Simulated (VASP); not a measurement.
# Mg2Sn (Fm-3m) in VASP: notebook

Mg2Sn is run at these levels: PBE; tasks: single point.

All numbers are computed with VASP 6.6.1; they aren't measurements. Logs are shortened: lines on timing, memory, paths and dates and some standing lists are left out, and cuts for length are marked.

**1. The cell of the first run**

It takes space group Fm-3m (No. 225, cubic). The conventional cell has a = 6.676 Å, b = 6.676 Å, c = 6.676 Å, α = 90.00°, β = 90.00°, γ = 90.00°. Sn (site symmetry m-3m) has 8 Mg at 2.89 Å within 3.8 Å. Mg (site symmetry -43m) has 4 Sn at 2.89 Å and 6 Mg at 3.34 Å within 3.8 Å.

**2. Single point, PBE (volume changed by -6%)**

Input file INCAR:

```
  PREC = Accurate
  ENCUT = 600
  EDIFF = 1E-6
  ISMEAR = -1
  SIGMA = 0.02
  LREAL = F
  LASPH = T
  NELM = 120
  ALGO = Normal
  ISIF = 2
  LWAVE = F
  LCHARG = F
  GGA = PE
  NBANDS = 16
  GGA_COMPAT = F
```

Input file KPOINTS:

```
Automatic mesh
0
Gamma
  6 6 6
```

Input file POSCAR:

```
Mg2Sn
1.0
    0.0000000000      3.3377551805      3.3377551805
    3.3377551805      0.0000000000      3.3377551805
    3.3377551805      3.3377551805      0.0000000000
Sn Mg
1 2
Direct
    0.0000000000      0.0000000000      0.0000000000
    0.2500000000      0.2500000000      0.2500000000
    0.7500000000      0.7500000000      0.7500000000
```

Potentials or basis: VASP PAW PBE potentials, release 64 (Sn_d, Mg).

Command:

```
> cat potpaw_PBE.64/Sn_d/POTCAR potpaw_PBE.64/Mg/POTCAR > POTCAR
> mpirun -np 1 vasp_std > vasp.out
```

OUTCAR:

```text
PREC = Accurate
   ENCUT = 600
   EDIFF = 1E-6
   ISMEAR = -1
   LREAL = F
   LASPH = T
   NELM = 120
   ISIF = 2
   GGA = PE

 ion  position               nearest neighbor table
   1  0.000  0.000  0.000-   3 2.89   3 2.89   3 2.89   2 2.89   3 2.89   2 2.89   2 2.89   2 2.89

   2  0.250  0.250  0.250-   1 2.89   1 2.89   1 2.89   1 2.89   3 3.34   3 3.34   3 3.34   3 3.34
                             3 3.34   3 3.34
   3  0.750  0.750  0.750-   1 2.89   1 2.89   1 2.89   1 2.89   2 3.34   2 3.34   2 3.34   2 3.34
                             2 3.34   2 3.34

  LATTYP: Found a face centered cubic cell.
 ALAT       =     6.6755103610

  Lattice vectors:

 A1 = (   0.0000000000,   3.3377551805,   3.3377551805)
 A2 = (   3.3377551805,   0.0000000000,   3.3377551805)
 A3 = (   3.3377551805,   3.3377551805,   0.0000000000)

Analysis of symmetry for initial positions (statically):
=====================================================================
 Subroutine PRICEL returns:
 Original cell was already a primitive cell.

 Routine SETGRP: Setting up the symmetry group for a
 face centered cubic supercell.

 Subroutine GETGRP returns: Found 48 space group operations
 (whereof 48 operations were pure point group operations)
 out of a pool of 48 trial point group operations.

The static configuration has the point symmetry O_h .

Analysis of symmetry for dynamics (positions and initial velocities):
=====================================================================
 Subroutine PRICEL returns:
 Original cell was already a primitive cell.

 Routine SETGRP: Setting up the symmetry group for a
 face centered cubic supercell.

 Subroutine GETGRP returns: Found 48 space group operations
 (whereof 48 operations were pure point group operations)
 out of a pool of 48 trial point group operations.

The dynamic configuration has the point symmetry O_h .

 Subroutine INISYM returns: Found 48 space group operations
 (whereof 48 operations are pure point group operations),
 and found     1 'primitive' translations

----------------------------------------------------------------------------------------

                                     Primitive cell

  volume of cell :      74.3693

  direct lattice vectors                    reciprocal lattice vectors
     0.000000000  3.337755180  3.337755180    -0.149801280  0.149801280  0.149801280
     3.337755180  0.000000000  3.337755180     0.149801280 -0.149801280  0.149801280
     3.337755180  3.337755180  0.000000000     0.149801280  0.149801280 -0.149801280

  length of vectors
     4.720298644  4.720298644  4.720298644     0.259463429  0.259463429  0.259463429

  position of ions in fractional coordinates (direct lattice)
     0.000000000  0.000000000  0.000000000
     0.250000000  0.250000000  0.250000000
     0.750000000  0.750000000  0.750000000

  ion indices of the primitive-cell ions
   primitive index   ion index
                 1           1
                 2           2
                 3           3

----------------------------------------------------------------------------------------

 KPOINTS: Automatic mesh

Automatic generation of k-mesh.
 Grid dimensions read from file:
 generate k-points for:    6    6    6

 Generating k-lattice:

  Cartesian coordinates                     Fractional coordinates (reciprocal lattice)
    -0.024966880  0.024966880  0.024966880     0.166666667  0.000000000  0.000000000
     0.024966880 -0.024966880  0.024966880     0.000000000  0.166666667  0.000000000
     0.024966880  0.024966880 -0.024966880     0.000000000  0.000000000  0.166666667

  Length of vectors
     0.043243905  0.043243905  0.043243905

  Shift w.r.t. Gamma in fractional coordinates (k-lattice)
     0.000000000  0.000000000  0.000000000

 Subroutine IBZKPT returns following result:
 ===========================================

 Found     16 irreducible k-points:

 Following reciprocal coordinates:
            Coordinates               Weight
  0.000000  0.000000  0.000000      1.000000
  0.166667  0.000000  0.000000      8.000000
  0.333333  0.000000  0.000000      8.000000
  0.500000  0.000000  0.000000      4.000000
  0.166667  0.166667  0.000000      6.000000
  0.333333  0.166667  0.000000     24.000000
[... 8 lines left out ...]
 -0.333333  0.333333  0.166667     24.000000
 -0.333333  0.500000  0.166667     12.000000
   k-points           NKPTS =     16   k-points in BZ     NKDIM =     16   number of bands    NBANDS=     16
   number of dos      NEDOS =    301   number of ions     NIONS =      3
   total plane-waves  NPLWV =  64000
   dimension x,y,z NGX =    40 NGY =   40 NGZ =   40
   dimension x,y,z NGXF=    80 NGYF=   80 NGZF=   80
   ions per type =               1   2
   NGX,Y,Z   is equivalent  to a cutoff of  14.09, 14.09, 14.09 a.u.
   NGXF,Y,Z  is equivalent  to a cutoff of  28.18, 28.18, 28.18 a.u.
 SYSTEM =  unknown system
   PREC   = accura    normal or accurate (medium, high low for compatibility)
   ISTART =      0    job   : 0-new  1-cont  2-samecut
   ICHARG =      2    charge: 1-file 2-atom 10-const
   ISPIN  =      1    spin polarized calculation?
   LNONCOLLINEAR =      F non collinear calculations
   LSORBIT =      F    spin-orbit coupling
   LASPH  =      T    aspherical Exc in radial PAW
   ENCUT  =  600.0 eV  44.10 Ry    6.64 a.u.   9.43  9.43  9.43*2*pi/ulx,y,z
   NELM   =    120;   NELMIN=  2; NELMDL= -5     # of ELM steps
   EDIFF  = 0.1E-05   stopping-criterion for ELM
   LREAL  =      F    real-space projection
   EDIFFG = 0.1E-04   stopping-criterion for IOM
   NSW    =      0    number of steps for IOM
   IBRION =     -1    ionic relax: 0-MD 1-quasi-New 2-CG
   NFREE  =      0    steps in history (QN), initial steepest desc. (CG)
   ISIF   =      2    stress and relaxation
   ISYM   =      2    0-nonsym 1-usesym 2-fastsym
   POTIM  = 0.5000    time-step for ionic-motion
   TEBEG  =    0.0;   TEEND  =   0.0 temperature during run
   PSTRESS=    0.0 pullay stress
   NELECT =      18.0000    total number of electrons
   NUPDOWN=      -1.0000    fix difference up-down
   EMIN   =  10.00;   EMAX   =-10.00  energy-range for DOS
   EFERMI =   0.00;   METHOD = LEGACY
   ISMEAR =    -1;   SIGMA  =   0.02  broadening in eV -4-tet -1-fermi 0-gaus
   EFERMI_NEDOS =   21; number of points for ismear=-14 and -15
   IALGO  =     38    algorithm
   IMIX   =      4    mixing-type and parameters
     AMIX     =   0.40;   BMIX     =  1.00
     AMIX_MAG =   1.60;   BMIX_MAG =  1.00
  volume/ion in A,a.u.               =      24.79       167.29
  Fermi-wavevector in a.u.,A,eV,Ry     =   1.020237  1.927969 14.162088  1.040884
  Thomas-Fermi vector in A             =   2.153796
   LORBIT       =      0    0 simple, 1 ext, 2 COOP (PROOUT), +10 PAW based schemes
   GGA     = PE    functional components
   LHFCALC =     F    Hartree Fock is set to
   AEXX    =    0.0000 exact exchange contribution
   IVDW    =     0    specifies the selected vdW correction
   LEPSILON=     F    determine dielectric tensor
   LRPA    =     F    only Hartree local field effects (RPA)
 non-spin polarized calculation
  energy-cutoff  :      600.00
  volume of cell :       74.37
 maximum number of plane-waves:      2505
 NGX is ok and might be reduce to    40
   NGX = 19   NGY = 19   NGZ = 19

 number of electron      17.9999999 magnetization

 Free energy of the ion-electron system (eV)
  ---------------------------------------------------
  ext. energy  EPLUGINS =         0.00000000
  ---------------------------------------------------
  free energy    TOTEN  =        -7.36970538 eV

  energy without entropy =       -7.36940003  energy(sigma->0) =       -7.36955271

 E-fermi :   4.5117     XC(G=0):  -8.8968

 val. band max:        4.4622969007   @ k =   0.5000   0.5000   0.0000
 cond. band min:       4.5611527072   @ k =   0.0000   0.0000   0.0000
 fundamental gap:      0.0988558065
 Fermi energy:         4.5116929851

 k-point     1 :       0.0000    0.0000    0.0000
  band No.  band energies     occupation
      1     -16.4250      2.00000
      2     -16.4250      2.00000
      3     -16.4250      2.00000
      4     -16.3823      2.00000
      5     -16.3823      2.00000
      6      -4.7274      2.00000
[... 8 lines left out ...]
     15      10.0710      0.00000
     16      10.0710      0.00000

 k-point     2 :       0.1667    0.0000    0.0000
  band No.  band energies     occupation
      1     -16.4248      2.00000
      2     -16.4240      2.00000
      3     -16.4240      2.00000
      4     -16.3822      2.00000
      5     -16.3822      2.00000
      6      -4.4952      2.00000
[... 8 lines left out ...]
     15       9.0084      0.00000
     16       9.6388      0.00000

 k-point     3 :       0.3333    0.0000    0.0000
  band No.  band energies     occupation
      1     -16.4244      2.00000
      2     -16.4221      2.00000
      3     -16.4221      2.00000
      4     -16.3818      2.00000
      5     -16.3818      2.00000
      6      -3.8777      2.00000
[... 8 lines left out ...]
     15       9.8648      0.00000
     16      10.4278      0.00000

 k-point     4 :       0.5000    0.0000    0.0000
  band No.  band energies     occupation
      1     -16.4242      2.00000
      2     -16.4212      2.00000
      3     -16.4212      2.00000
      4     -16.3816      2.00000
      5     -16.3816      2.00000
      6      -3.3966      2.00000
[... 8 lines left out ...]
     15      11.6005      0.00000
     16      12.3728      0.00000
[... 172 lines left out ...]
 k-point    14 :       0.5000    0.3333    0.1667
  band No.  band energies     occupation
      1     -16.4253      2.00000
      2     -16.4209      2.00000
      3     -16.4192      2.00000
      4     -16.3832      2.00000
      5     -16.3804      2.00000
      6      -3.3808      2.00000
[... 8 lines left out ...]
     15      11.5246      0.00000
     16      12.2472      0.00000

 k-point    15 :      -0.3333    0.3333    0.1667
  band No.  band energies     occupation
      1     -16.4232      2.00000
      2     -16.4226      2.00000
      3     -16.4182      2.00000
      4     -16.3829      2.00000
      5     -16.3805      2.00000
      6      -2.9984      2.00000
[... 8 lines left out ...]
     15      12.0054      0.00000
     16      12.5270      0.00000

 k-point    16 :      -0.3333    0.5000    0.1667
  band No.  band energies     occupation
      1     -16.4260      2.00000
      2     -16.4200      2.00000
      3     -16.4170      2.00000
      4     -16.3839      2.00000
      5     -16.3797      2.00000
      6      -2.8303      2.00000
[... 8 lines left out ...]
     15      12.6935      0.00000
     16      13.0720      0.00000

------------------------ aborting loop because EDIFF is reached ----------------------------------------

  FORCE on cell =-STRESS in cart. coord.  units (eV):
  Direction    XX          YY          ZZ          XY          YZ          ZX
  --------------------------------------------------------------------------------------
  -------------------------------------------------------------------------------------
  Total        1.3503554      1.3503554      1.3503554     -0.0000000      0.0000000     -0.0000000
  in kB       29.0914404     29.0914404     29.0914404     -0.0000000      0.0000000     -0.0000000
  external PRESSURE =      29.0914404 kB  Pullay stress =       0.0000000 kB

 VOLUME and BASIS-vectors are now :
 -----------------------------------------------------------------------------
  energy-cutoff  :      600.00
  volume of cell :       74.37
      direct lattice vectors                 reciprocal lattice vectors
     0.000000000  3.337755180  3.337755180    -0.149801280  0.149801280  0.149801280
     3.337755180  0.000000000  3.337755180     0.149801280 -0.149801280  0.149801280
     3.337755180  3.337755180  0.000000000     0.149801280  0.149801280 -0.149801280

 POSITION                                       TOTAL-FORCE (eV/Angst)
 -----------------------------------------------------------------------------------
      0.00000      0.00000      0.00000         0.000000     -0.000000      0.000000
      1.66888      1.66888      1.66888         0.000000      0.000000      0.000000
      5.00663      5.00663      5.00663        -0.000000     -0.000000     -0.000000
 -----------------------------------------------------------------------------------
    total drift:                               -0.000000      0.000000     -0.000000

  FREE ENERGIE OF THE ION-ELECTRON SYSTEM (eV)
  ---------------------------------------------------
  free  energy   TOTEN  =        -7.3697053782 eV

  energy  without entropy=       -7.3694000350  energy(sigma->0) =       -7.36955271
```

It took 17 s on 1 thread of AMD EPYC 9R45 (Zen 5), shared host; peak memory 0.21 GiB.

Results:

```yaml
Free_energy: -7.3697 eV
Pressure: 2.9 GPa
Band_gap_on_the_k_mesh: zero (band 9 reaches 4.56 eV, above the bottom of band 10 at 4.46 eV)
```

Levels at points of the mesh, in eV from the Fermi level:
```csv
k point,band 7,band 8,band 9,band 10,band 11,band 12
"(0.00, 0.00, 0.00)",0.05,0.05,0.05,1.69,2.25,2.25
"(0.50, 0.00, 0.00)",-4.90,-0.81,-0.81,0.86,2.29,2.29
"(0.50, 0.50, 0.00)",-4.66,-2.13,-2.13,-0.05,0.17,7.45
```

Caveat: the cell differs from its parent crystal (volume changed by -6%); spin-orbit coupling is left out, which moves the levels of the heavy elements.

**3. Single point, PBE**

This run uses another cell than the first one, of 25.74 Å³/atom, 1.038 times its volume.

Input file INCAR:

```
PREC     = Accurate       # precision mode
ENCUT    = 600            # plane-wave cutoff, eV
EDIFF    = 1E-6           # SCF threshold, eV
ISMEAR   = -1             # smearing method
SIGMA    = 0.02           # smearing width, eV
LREAL    = F              # projectors in reciprocal space
LASPH    = T              # aspherical terms in the spheres
NELM     = 120            # most SCF steps
ALGO     = Normal         # electronic algorithm
ISIF     = 2              # what is computed and relaxed
LWAVE    = F              # write WAVECAR
LCHARG   = T              # write CHGCAR
GGA      = PE             # functional
LELF     = T              # ELF
LVHAR    = T            
NBANDS   = 16             # bands
GGA_COMPAT= F
```

Input file KPOINTS:

```
regular mesh
0
Gamma
  6 6 6
```

Input file POSCAR:

```
Mg2Sn
1.0
    0.0000000000      3.3799352826      3.3799352826
    3.3799352826      0.0000000000      3.3799352826
    3.3799352826      3.3799352826      0.0000000000
Sn Mg
1 2
Direct
    0.0000000000      0.0000000000      0.0000000000
    0.2500000000      0.2500000000      0.2500000000
    0.7500000000      0.7500000000      0.7500000000
```

Potentials or basis: VASP PAW PBE potentials, release 64 (Sn_d, Mg).

Command:

```
> cat potpaw_PBE.64/Sn_d/POTCAR potpaw_PBE.64/Mg/POTCAR > POTCAR
> mpirun -np 1 vasp_std > vasp.out
```

Wall time 18 s (1 thread of AMD EPYC 9R45 (Zen 5), shared host); peak memory 0.21 GiB.

The run converged. Its results:

| Quantity | Value |
| --- | --- |
| Free energy | -7.4024 eV |
| Pressure | 1.1 GPa |
| Band gap on the k mesh | zero (band 9 reaches 4.29 eV, above the bottom of band 10 at 4.13 eV) |

Levels at points of the mesh, in eV from the Fermi level:
```tsv
k point	band 6	band 7	band 8	band 9	band 10	band 11	band 12	band 13
(0.00, 0.00, 0.00)	-9.03	0.08	0.08	0.08	1.50	2.22	2.22	2.22
(0.50, 0.00, 0.00)	-7.77	-4.74	-0.75	-0.75	0.74	2.29	2.29	4.03
(0.50, 0.50, 0.00)	-7.26	-4.52	-2.03	-2.03	-0.08	0.24	7.30	7.30
```

Caveat: spin-orbit coupling is left out, which moves the levels of the heavy elements.

**4. Single point, PBE (volume changed by -3%)**

Input file INCAR:

```
SYSTEM = Mg2Sn
PREC = Accurate
ENCUT = 600
EDIFF = 1E-6
ISMEAR = -1
SIGMA = 0.02
LREAL = .False.
LASPH = .True.
NELM = 120
ALGO = Normal
ISIF = 2
LWAVE = .False.
LCHARG = .False.
GGA = PE
NBANDS = 16
GGA_COMPAT = .False.
```

Input file KPOINTS:

```
regular mesh
0
Gamma
  6 6 6
  0 0 0
```

Input file POSCAR:

```
Mg2Sn
1.0
    0.0000000000      3.3728920277      3.3728920277
    3.3728920277      0.0000000000      3.3728920277
    3.3728920277      3.3728920277      0.0000000000
Sn Mg
1 2
Direct
    0.0000000000      0.0000000000      0.0000000000
    0.2500000000      0.2500000000      0.2500000000
    0.7500000000      0.7500000000      0.7500000000
```

Command:

```
> cat potpaw_PBE.64/Sn_d/POTCAR potpaw_PBE.64/Mg/POTCAR > POTCAR
> mpirun -np 1 vasp_std > vasp.out
```

Wall time 16 s (1 thread of AMD EPYC 9R45 (Zen 5), shared host); peak memory 0.21 GiB.

Results (log left out):

```yaml
Free_energy: -7.3991 eV
Pressure: 1.4 GPa
Band_gap_on_the_k_mesh: zero (band 9 reaches 4.33 eV, above the bottom of band 10 at 4.18 eV)
```

Levels at points of the mesh, in eV from the Fermi level:
```csv
k point,band 7,band 8,band 9,band 10,band 11,band 12
"(0.00, 0.00, 0.00)",0.08,0.08,0.08,1.53,2.23,2.23
"(0.50, 0.00, 0.00)",-4.77,-0.76,-0.76,0.76,2.29,2.29
"(0.50, 0.50, 0.00)",-4.55,-2.05,-2.05,-0.08,0.23,7.32
```

Caveat: the cell differs from its parent crystal (volume changed by -3%); spin-orbit coupling is left out, which moves the levels of the heavy elements.

**5. The runs side by side**

| cell | gap on the mesh (eV) | pressure (GPa) |
| --- | --- | --- |
| a = 4.720 Å, angles 60.0°, 3 atoms | none | 2.9 |
| a = 4.780 Å, angles 60.0°, 3 atoms | none | 1.1 |
| a = 4.770 Å, angles 60.0°, 3 atoms | none | 1.4 |

Alike in all rows: task single point; level PBE; potentials or basis VASP PAW PBE potentials, release 64 (Sn_d, Mg); no spin polarisation; k mesh 6 × 6 × 6; cutoff (eV) 600; smearing fermi-dirac 0.02 eV.

Caveats: spin-orbit coupling is left out, which moves the levels of the heavy elements.

Absolute energies hang on the potentials; compare differences alone.
